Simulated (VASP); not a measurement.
# F (Fd-3m) in VASP: notebook, part 2 of 2

VASP 6.6.1.

## (4) Relaxation of cell and atoms, PBE

This run uses another cell than the first one, of 16.25 Å³/atom.

File INCAR:

```
PREC = Accurate ; ENCUT = 600
EDIFF = 1E-6 ; ISMEAR = -1
SIGMA = 0.05 ; LREAL = F
LASPH = T ; NELM = 80
ALGO = Normal ; ISIF = 3
LWAVE = F ; LCHARG = F
GGA = PE ; IBRION = 2
NSW = 60 ; EDIFFG = -0.005
```

File KPOINTS:

```
regular mesh
0
Gamma
  13 13 13
```

File POSCAR:

```
F
1.0
    0.0000000000      2.5328985096      2.5328985096
    2.5328985096      0.0000000000      2.5328985096
    2.5328985096      2.5328985096      0.0000000000
F
2
Direct
   -0.1250000000     -0.1250000000     -0.1250000000
    0.1250000000      0.1250000000      0.1250000000
```

Potentials or basis: VASP PAW PBE potentials, release 64 (F).

On the command line:

```bash
> cat potpaw_PBE.64/F/POTCAR > POTCAR
> mpirun -np 1 vasp_std > vasp.out
```

OUTCAR:

```text
PREC = Accurate
   ENCUT = 600
   EDIFF = 1E-6
   ISMEAR = -1
   LREAL = F
   LASPH = T
   NELM = 80
   ISIF = 3
   GGA = PE
   IBRION = 2
   NSW = 60
   EDIFFG = -0.005

 ion  position               nearest neighbor table
   1  0.875  0.875  0.875-
   2  0.125  0.125  0.125-

  LATTYP: Found a face centered cubic cell.
 ALAT       =     5.0657970192

  Lattice vectors:

 A1 = (   0.0000000000,   2.5328985096,   2.5328985096)
 A2 = (   2.5328985096,   0.0000000000,   2.5328985096)
 A3 = (   2.5328985096,   2.5328985096,   0.0000000000)

Analysis of symmetry for initial positions (statically):
=====================================================================
 Subroutine PRICEL returns:
 Original cell was already a primitive cell.

 Routine SETGRP: Setting up the symmetry group for a
 face centered cubic supercell.

 Subroutine GETGRP returns: Found 48 space group operations
 (whereof 12 operations were pure point group operations)
 out of a pool of 48 trial point group operations.

The static configuration has the point symmetry D_3d.
 The point group associated with its full space group is O_h .

Analysis of symmetry for dynamics (positions and initial velocities):
=====================================================================
 Subroutine PRICEL returns:
 Original cell was already a primitive cell.

 Routine SETGRP: Setting up the symmetry group for a
 face centered cubic supercell.

 Subroutine GETGRP returns: Found 48 space group operations
 (whereof 12 operations were pure point group operations)
 out of a pool of 48 trial point group operations.

The dynamic configuration has the point symmetry D_3d.
 The point group associated with its full space group is O_h .

 Subroutine INISYM returns: Found 48 space group operations
 (whereof 12 operations are pure point group operations),
 and found     1 'primitive' translations

[... 131 lines left out ...]
   NGX = 15   NGY = 15   NGZ = 15

--------------------------------------- Ionic step        1  -------------------------------------------

 number of electron      14.0000009 magnetization

 Free energy of the ion-electron system (eV)
  ---------------------------------------------------
  ext. energy  EPLUGINS =         0.00000000
  ---------------------------------------------------
  free energy    TOTEN  =        -1.88669183 eV

  energy without entropy =       -1.82407713  energy(sigma->0) =       -1.85538448

------------------------ aborting loop because EDIFF is reached ----------------------------------------

  FORCE on cell =-STRESS in cart. coord.  units (eV):
  Direction    XX          YY          ZZ          XY          YZ          ZX
  --------------------------------------------------------------------------------------
  -------------------------------------------------------------------------------------
  Total       -0.7471783     -0.7471783     -0.7471783      0.0000000     -0.0000000      0.0000000
  in kB      -36.8342207    -36.8342207    -36.8342207      0.0000000     -0.0000000      0.0000000
  external PRESSURE =     -36.8342207 kB  Pullay stress =       0.0000000 kB
[... 131 lines left out ...]
--------------------------------------- Ionic step        5  -------------------------------------------

 number of electron      13.9999990 magnetization

 Free energy of the ion-electron system (eV)
  ---------------------------------------------------
  ext. energy  EPLUGINS =         0.00000000
  ---------------------------------------------------
  free energy    TOTEN  =        -1.93959724 eV

  energy without entropy =       -1.88784273  energy(sigma->0) =       -1.91371999

 E-fermi :  -4.8449     XC(G=0):  -8.1805

 val. band max:       -4.8487291702   @ k =  -0.3077   0.1538   0.0000
 cond. band min:      -4.8415979479   @ k =   0.4615   0.2308   0.0000
 fundamental gap:      0.0071312223
 Fermi energy:        -4.8449139512

 k-point     1 :       0.0000    0.0000    0.0000
  band No.  band energies     occupation
      1     -26.8874      2.00000
      2     -24.0263      2.00000
      3      -7.3689      2.00000
      4      -7.3689      2.00000
      5      -7.3689      2.00000
      6      -5.5646      2.00000
      7      -5.5646      2.00000
      8      -5.5646      2.00000
      9       5.1579      0.00000
     10      19.4751      0.00000
     11      19.4751      0.00000
[... 309 lines left out ...]
 k-point    24 :       0.4615    0.1538    0.0000
  band No.  band energies     occupation
      1     -26.1684      2.00000
      2     -24.8206      2.00000
      3      -8.3868      2.00000
      4      -7.9667      2.00000
      5      -7.3858      2.00000
      6      -5.6310      2.00000
      7      -4.9610      1.82145
      8      -4.8275      0.82766
      9       8.5989      0.00000
     10      11.7718      0.00000
     11      15.6527      0.00000

 [... further k-points ...]

------------------------ aborting loop because EDIFF is reached ----------------------------------------

  FORCE on cell =-STRESS in cart. coord.  units (eV):
  Direction    XX          YY          ZZ          XY          YZ          ZX
  --------------------------------------------------------------------------------------
  -------------------------------------------------------------------------------------
  Total       -0.0096510     -0.0096510     -0.0096510      0.0000000      0.0000000     -0.0000000
  in kB       -0.5415602     -0.5415602     -0.5415602      0.0000000      0.0000000     -0.0000000
  external PRESSURE =      -0.5415602 kB  Pullay stress =       0.0000000 kB
[... 17 lines left out ...]
  FREE ENERGIE OF THE ION-ELECTRON SYSTEM (eV)
  ---------------------------------------------------
  free  energy   TOTEN  =        -1.9395972424 eV

  energy  without entropy=       -1.8878427315  energy(sigma->0) =       -1.91371999

 reached required accuracy - stopping structural energy minimisation
```

Wall time 2.1 min (1 thread of Intel Xeon 8259CL, shared host); peak memory 0.18 GiB.

What came out:

- Free energy: -1.9396 eV
- Relaxed volume: 14.28 Å³/atom
- Relaxed cell: a = 3.431 Å, b = 3.431 Å, c = 3.431 Å, α = 60.00°, β = 60.00°, γ = 60.00°
- Space group after relaxing (to 0.1 Å): Fd-3m (No. 227)
- Energy gained by relaxing: 26.5 meV/atom
- Ionic steps: 5
- Pressure after relaxing: -0.1 GPa
- Band gap on the k mesh: zero (bands 7 and 8 overlap by 0.97 eV)

The path:
```
step  energy change (eV)  largest force (eV/Å)  pressure (GPa)  volume (Å³)
   1              0.0000                0.0000           -3.68        32.50
   2             -0.0337                0.0000           -2.50        30.77
   3             -0.0527                0.0000           -0.33        28.75
   4             -0.0529                0.0000            0.06        28.47
   5             -0.0529                0.0000           -0.05        28.55
```

Final structure:
```
F
1.0
     0.00000    2.42587    2.42587
     2.42587    0.00000    2.42587
     2.42587    2.42587    0.00000
F
2
Direct
  0.87500 0.87500 0.87500
  0.12500 0.12500 0.12500
```
